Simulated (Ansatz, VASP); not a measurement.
## One calculation of Sc, two programs

```
Sc
1.0
     0.00000    3.12991    3.12991
     3.12991    0.00000    3.12991
     3.12991    3.12991    0.00000
Sc
2
Direct
  0.87500 0.87500 0.87500
  0.12500 0.12500 0.12500
```

Alike in both runs: task single point; functional PBEsol; k mesh 14 × 14 × 14; occupations fermi-dirac, width 0.05 eV; no spin polarisation.

|  | VASP | Ansatz |
| --- | --- | --- |
| version | VASP 6.6.1 | Ansatz 0.2.0 |
| potentials or method | VASP PAW PBE potentials, release 64 (Sc_sv), cutoff 520 eV | all-electron PAW with datasets made for the crystal, scalar-relativistic |

```csv
,VASP,Ansatz,Ansatz less VASP
gap on the k mesh at the Fermi level (eV),none,none,-
pressure (GPa),0.0,0.0,-0.03
```

VASP's potentials were made for PBE, not for PBEsol. A gap of «none» marks a metal or a gap that the smearing closes. Ansatz ran all-electron here, and VASP with PAW potentials.
